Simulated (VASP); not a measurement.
# Ca (P6/mmm) in VASP: further runs

Runs on Ca. Level: BLYP. Tasks: single point.

Everything below comes from runs of VASP 6.6.1. Logs are shortened: lines on timing, memory, paths and dates and some standing lists are left out, and cuts for length are marked.

## (1) The cell of the first run

Symmetry: P6/mmm, No. 191, hexagonal system. The conventional cell has a = 6.210 Å, b = 6.210 Å, c = 3.719 Å, α = 90.00°, β = 90.00°, γ = 120.00°. Ca (site symmetry 6/mmm) has 14 Ca at 3.72 to 4.04 Å within 4.9 Å. Ca (site symmetry -6m2) has 11 Ca at 3.59 to 4.04 Å within 4.7 Å.

This isn't the form of Ca at room conditions, which is fcc.

## (2) Single point, BLYP (41.40 Å³/atom)

INCAR reads:

```
SYSTEM = Ca
PREC = Accurate
ENCUT = 520
EDIFF = 1E-6
ISMEAR = -1
SIGMA = 0.1
LREAL = .False.
LASPH = .True.
NELM = 60
ALGO = Normal
ISIF = 2
LWAVE = .False.
LCHARG = .False.
GGA = B5
ALDAX = 1.0
AGGAX = 1.0
AGGAC = 1.0
ALDAC = 0.0
NBANDS = 22
```

KPOINTS reads:

```
regular mesh
0
Gamma
  7 7 10
  0 0 0
```

POSCAR reads:

```
Ca
1.0
    6.2100692391      0.0000000000      0.0000000000
   -3.1050346195      5.3780777203      0.0000000000
    0.0000000000      0.0000000000      3.7190247384
Ca
3
Direct
    0.0000000000      1.0000000000      1.0000000000
    0.3333333333      0.6666666667      0.5000000000
    0.6666666667      0.3333333333      0.5000000000
```

Potentials or basis: VASP PAW PBE potentials, release 64 (Ca_sv).

Command:

```bash
$ cat potpaw_PBE.64/Ca_sv/POTCAR > POTCAR
$ mpirun -np 1 vasp_std > vasp.out
```

OUTCAR:

```text
SYSTEM = Ca
   PREC = Accurate
   ENCUT = 520
   EDIFF = 1E-6
   ISMEAR = -1
   LREAL = .False.
   LASPH = .True.
   NELM = 60
   ISIF = 2
   GGA = B5

 ion  position               nearest neighbor table
   1  0.000  0.000  0.000-
   2  0.333  0.667  0.500-
   3  0.667  0.333  0.500-

  LATTYP: Found a hexagonal cell.
 ALAT       =     6.2100692391
 C/A-ratio  =     0.5988700923

  Lattice vectors:

 A1 = (   6.2100692391,   0.0000000000,   0.0000000000)
 A2 = (  -3.1050346195,   5.3780777203,   0.0000000000)
 A3 = (   0.0000000000,   0.0000000000,   3.7190247384)

Analysis of symmetry for initial positions (statically):
=====================================================================
 Subroutine PRICEL returns:
 Original cell was already a primitive cell.

 Routine SETGRP: Setting up the symmetry group for a
 hexagonal supercell.

 Subroutine GETGRP returns: Found 24 space group operations
 (whereof 24 operations were pure point group operations)
 out of a pool of 24 trial point group operations.

The static configuration has the point symmetry D_6h.

Analysis of symmetry for dynamics (positions and initial velocities):
=====================================================================
 Subroutine PRICEL returns:
 Original cell was already a primitive cell.

 Routine SETGRP: Setting up the symmetry group for a
 hexagonal supercell.

 Subroutine GETGRP returns: Found 24 space group operations
 (whereof 24 operations were pure point group operations)
 out of a pool of 24 trial point group operations.

The dynamic configuration has the point symmetry D_6h.

 Subroutine INISYM returns: Found 24 space group operations
 (whereof 24 operations are pure point group operations),
 and found     1 'primitive' translations

----------------------------------------------------------------------------------------

                                     Primitive cell

  volume of cell :     124.2089

  direct lattice vectors                    reciprocal lattice vectors
     6.210069239  0.000000000  0.000000000     0.161028800  0.092970021  0.000000000
    -3.105034620  5.378077720  0.000000000     0.000000000  0.185940043  0.000000000
     0.000000000  0.000000000  3.719024738     0.000000000  0.000000000  0.268887698

  length of vectors
     6.210069239  6.210069239  3.719024738     0.185940043  0.185940043  0.268887698

  position of ions in fractional coordinates (direct lattice)
     0.000000000  0.000000000  0.000000000
     0.333333333  0.666666667  0.500000000
     0.666666667  0.333333333  0.500000000

  ion indices of the primitive-cell ions
   primitive index   ion index
                 1           1
                 2           2
                 3           3

----------------------------------------------------------------------------------------

 KPOINTS: regular mesh

Automatic generation of k-mesh.
 Grid dimensions read from file:
 generate k-points for:    7    7   10

 Generating k-lattice:

  Cartesian coordinates                     Fractional coordinates (reciprocal lattice)
     0.023004114  0.013281432  0.000000000     0.142857143  0.000000000  0.000000000
     0.000000000  0.026562863  0.000000000     0.000000000  0.142857143  0.000000000
     0.000000000  0.000000000  0.026888770     0.000000000  0.000000000  0.100000000

  Length of vectors
     0.026562863  0.026562863  0.026888770

  Shift w.r.t. Gamma in fractional coordinates (k-lattice)
     0.000000000  0.000000000  0.000000000

 Subroutine IBZKPT returns following result:
 ===========================================

 Found     48 irreducible k-points:

 Following reciprocal coordinates:
            Coordinates               Weight
  0.000000  0.000000  0.000000      1.000000
  0.142857  0.000000  0.000000      6.000000
  0.285714  0.000000  0.000000      6.000000
  0.428571  0.000000  0.000000      6.000000
  0.142857  0.142857  0.000000      6.000000
  0.285714  0.142857  0.000000     12.000000
[... 16 lines left out ...]
  0.428571  0.142857  0.200000     12.000000
  0.285714  0.285714  0.200000     12.000000
 [... further k-points ...]
   k-points           NKPTS =     48   k-points in BZ     NKDIM =     48   number of bands    NBANDS=     22
   number of dos      NEDOS =    301   number of ions     NIONS =      3
   total plane-waves  NPLWV =  64512
   dimension x,y,z NGX =    48 NGY =   48 NGZ =   28
   dimension x,y,z NGXF=    96 NGYF=   96 NGZF=   56
   ions per type =               3
   NGX,Y,Z   is equivalent  to a cutoff of  12.85, 12.85, 12.52 a.u.
   NGXF,Y,Z  is equivalent  to a cutoff of  25.70, 25.70, 25.03 a.u.
 SYSTEM =  Ca
   PREC   = accura    normal or accurate (medium, high low for compatibility)
   ISTART =      0    job   : 0-new  1-cont  2-samecut
   ICHARG =      2    charge: 1-file 2-atom 10-const
   ISPIN  =      1    spin polarized calculation?
   LNONCOLLINEAR =      F non collinear calculations
   LSORBIT =      F    spin-orbit coupling
   LASPH  =      T    aspherical Exc in radial PAW
   ENCUT  =  520.0 eV  38.22 Ry    6.18 a.u.  11.55 11.55  6.91*2*pi/ulx,y,z
   NELM   =     60;   NELMIN=  2; NELMDL= -5     # of ELM steps
   EDIFF  = 0.1E-05   stopping-criterion for ELM
   LREAL  =      F    real-space projection
   EDIFFG = 0.1E-04   stopping-criterion for IOM
   NSW    =      0    number of steps for IOM
   IBRION =     -1    ionic relax: 0-MD 1-quasi-New 2-CG
   NFREE  =      0    steps in history (QN), initial steepest desc. (CG)
   ISIF   =      2    stress and relaxation
   ISYM   =      2    0-nonsym 1-usesym 2-fastsym
   POTIM  = 0.5000    time-step for ionic-motion
   TEBEG  =    0.0;   TEEND  =   0.0 temperature during run
   PSTRESS=    0.0 pullay stress
   NELECT =      30.0000    total number of electrons
   NUPDOWN=      -1.0000    fix difference up-down
   EMIN   =  10.00;   EMAX   =-10.00  energy-range for DOS
   EFERMI =   0.00;   METHOD = LEGACY
   ISMEAR =    -1;   SIGMA  =   0.10  broadening in eV -4-tet -1-fermi 0-gaus
   EFERMI_NEDOS =   21; number of points for ismear=-14 and -15
   IALGO  =     38    algorithm
   IMIX   =      4    mixing-type and parameters
     AMIX     =   0.40;   BMIX     =  1.00
     AMIX_MAG =   1.60;   BMIX_MAG =  1.00
  volume/ion in A,a.u.               =      41.40       279.40
  Fermi-wavevector in a.u.,A,eV,Ry     =   1.019525  1.926622 14.142310  1.039430
  Thomas-Fermi vector in A             =   2.153043
   LORBIT       =      0    0 simple, 1 ext, 2 COOP (PROOUT), +10 PAW based schemes
   GGA     = B5    functional components
   LHFCALC =     F    Hartree Fock is set to
   AEXX    =    0.0000 exact exchange contribution
   IVDW    =     0    specifies the selected vdW correction
   LEPSILON=     F    determine dielectric tensor
   LRPA    =     F    only Hartree local field effects (RPA)
 non-spin polarized calculation
  energy-cutoff  :      520.00
  volume of cell :      124.21
 maximum number of plane-waves:      3366
 NGX is ok and might be reduce to    48
   NGX = 23   NGY = 23   NGZ = 13

 number of electron      29.9999993 magnetization

 Free energy of the ion-electron system (eV)
  ---------------------------------------------------
  ext. energy  EPLUGINS =         0.00000000
  ---------------------------------------------------
  free energy    TOTEN  =        -3.63976201 eV

  energy without entropy =       -3.47634229  energy(sigma->0) =       -3.55805215

 E-fermi :   2.4986     XC(G=0):  -7.3612

 val. band max:        2.4883494828   @ k =   0.4286   0.0000   0.3000
 cond. band min:       2.5238390955   @ k =   0.4286   0.0000   0.5000
 fundamental gap:      0.0354896127
 Fermi energy:         2.4986346706

 k-point     1 :       0.0000    0.0000    0.0000
  band No.  band energies     occupation
      1     -39.5223      2.00000
      2     -39.5002      2.00000
      3     -39.4646      2.00000
      4     -20.6921      2.00000
      5     -20.6921      2.00000
      6     -20.6086      2.00000
[... 14 lines left out ...]
     21       4.8984      0.00000
     22       4.8984      0.00000

 k-point     2 :       0.1429    0.0000    0.0000
  band No.  band energies     occupation
      1     -39.5213      2.00000
      2     -39.5012      2.00000
      3     -39.4647      2.00000
      4     -20.6972      2.00000
      5     -20.6910      2.00000
      6     -20.6015      2.00000
[... 14 lines left out ...]
     21       4.7691      0.00000
     22       4.9849      0.00000

 k-point     3 :       0.2857    0.0000    0.0000
  band No.  band energies     occupation
      1     -39.5185      2.00000
      2     -39.5037      2.00000
      3     -39.4649      2.00000
      4     -20.7068      2.00000
      5     -20.6830      2.00000
      6     -20.5937      2.00000
[... 14 lines left out ...]
     21       4.4341      0.00000
     22       4.9729      0.00000

 k-point     4 :       0.4286    0.0000    0.0000
  band No.  band energies     occupation
      1     -39.5152      2.00000
      2     -39.5068      2.00000
      3     -39.4651      2.00000
      4     -20.7133      2.00000
      5     -20.6675      2.00000
      6     -20.6092      2.00000
[... 14 lines left out ...]
     21       4.1950      0.00000
     22       4.8861      0.00000

 k-point     5 :       0.1429    0.1429    0.0000
  band No.  band energies     occupation
      1     -39.5194      2.00000
      2     -39.5029      2.00000
      3     -39.4648      2.00000
      4     -20.7028      2.00000
      5     -20.6877      2.00000
      6     -20.5949      2.00000
[... 417 lines left out ...]
 k-point    22 :       0.2857    0.1429    0.2000
  band No.  band energies     occupation
      1     -39.5130      2.00000
      2     -39.5029      2.00000
      3     -39.4620      2.00000
      4     -20.7024      2.00000
      5     -20.6690      2.00000
      6     -20.6113      2.00000
[... 14 lines left out ...]
     21       4.3188      0.00000
     22       4.5161      0.00000

 k-point    23 :       0.4286    0.1429    0.2000
  band No.  band energies     occupation
      1     -39.5108      2.00000
      2     -39.5051      2.00000
      3     -39.4621      2.00000
      4     -20.7047      2.00000
      5     -20.6592      2.00000
      6     -20.6199      2.00000
[... 14 lines left out ...]
     21       4.2771      0.00000
     22       4.5241      0.00000

 k-point    24 :       0.2857    0.2857    0.2000
  band No.  band energies     occupation
      1     -39.5099      2.00000
      2     -39.5059      2.00000
      3     -39.4621      2.00000
      4     -20.7042      2.00000
      5     -20.6533      2.00000
      6     -20.6275      2.00000
[... 14 lines left out ...]
     21       4.1586      0.00000
     22       4.6406      0.00000

 [... further k-points ...]

------------------------ aborting loop because EDIFF is reached ----------------------------------------

  FORCE on cell =-STRESS in cart. coord.  units (eV):
  Direction    XX          YY          ZZ          XY          YZ          ZX
  --------------------------------------------------------------------------------------
  -------------------------------------------------------------------------------------
  Total        0.5482011      0.5482011      0.5090072      0.0000000     -0.0000000      0.0000000
  in kB        7.0712780      7.0712780      6.5657138      0.0000000     -0.0000000      0.0000000
  external PRESSURE =       6.9027566 kB  Pullay stress =       0.0000000 kB

 VOLUME and BASIS-vectors are now :
 -----------------------------------------------------------------------------
  energy-cutoff  :      520.00
  volume of cell :      124.21
      direct lattice vectors                 reciprocal lattice vectors
     6.210069239  0.000000000  0.000000000     0.161028800  0.092970021  0.000000000
    -3.105034620  5.378077720  0.000000000     0.000000000  0.185940043  0.000000000
     0.000000000  0.000000000  3.719024738     0.000000000  0.000000000  0.268887698

 POSITION                                       TOTAL-FORCE (eV/Angst)
 -----------------------------------------------------------------------------------
      0.00000      0.00000      0.00000         0.000000      0.000000      0.000000
     -0.00000      3.58539      1.85951         0.000000      0.000000      0.000000
      3.10503      1.79269      1.85951        -0.000000      0.000000     -0.000000
 -----------------------------------------------------------------------------------
    total drift:                               -0.000000      0.000000     -0.000000

  FREE ENERGIE OF THE ION-ELECTRON SYSTEM (eV)
  ---------------------------------------------------
  free  energy   TOTEN  =        -3.6397620052 eV

  energy  without entropy=       -3.4763422948  energy(sigma->0) =       -3.55805215
```

It took 2.2 min on 1 thread of Oxide Virtual Turin-like, shared host; peak memory 0.25 GiB.

Results:

```
Free energy            : -3.6398 eV
Pressure               : 0.7 GPa
Band gap on the k mesh : zero (bands 15 and 16 overlap by 0.23 eV)
```

Caveat: the PAW data sets were made with another functional, which shifts forces and pressure a little.

## (3) Single point, BLYP (43.13 Å³/atom)

This run uses another cell than the first one, of 43.13 Å³/atom.

INCAR reads:

```
SYSTEM = Ca
PREC = Accurate ; ENCUT = 520
EDIFF = 1E-7 ; ISMEAR = -1
SIGMA = 0.1 ; LREAL = .False.
LASPH = .True. ; NELM = 100
ALGO = Normal ; ISIF = 2
LWAVE = .False. ; LCHARG = .False.
GGA = B5 ; ALDAX = 1.0
AGGAX = 1.0 ; AGGAC = 1.0
ALDAC = 0.0 ; NBANDS = 22
```

KPOINTS is that of step 2.

POSCAR reads:

```
Ca
1.0
    6.2951492531      0.0000000000      0.0000000000
   -3.1475746265      5.4517591738      0.0000000000
    0.0000000000      0.0000000000      3.7699766142
Ca
3
Direct
    0.0000000000      1.0000000000      1.0000000000
    0.3333333333      0.6666666667      0.5000000000
    0.6666666667      0.3333333333      0.5000000000
```

Potentials or basis: VASP PAW PBE potentials, release 64 (Ca_sv).

Command:

```bash
$ cat potpaw_PBE.64/Ca_sv/POTCAR > POTCAR
$ mpirun -np 1 vasp_std > vasp.out
```

Wall time 2.4 min (1 thread of Oxide Virtual Turin-like, shared host); peak memory 0.25 GiB.

It converged, with:

- Free energy: -3.6518 eV
- Pressure: 0.0 GPa
- Band gap on the k mesh: zero (bands 15 and 16 overlap by 0.26 eV)

Levels at points of the mesh, in eV from the Fermi level:
| k point | band 11 | band 12 | band 13 | band 14 | band 15 | band 16 | band 17 | band 18 | band 19 | band 20 |
| --- | --- | --- | --- | --- | --- | --- | --- | --- | --- | --- |
| (0.00, 0.00, 0.00) | -23.13 | -23.12 | -3.96 | 0.05 | 0.16 | 0.16 | 0.17 | 0.17 | 0.64 | 1.80 |
| (0.00, 0.00, 0.50) | -23.15 | -23.15 | -1.49 | -1.11 | 0.19 | 0.19 | 0.32 | 0.32 | 1.72 | 1.72 |

Caveat: the PAW data sets were made with another functional, which shifts forces and pressure a little.

[end of part 1 of 2]

The gap in the log of VASP goes by the Fermi energy; the results here count the filled bands.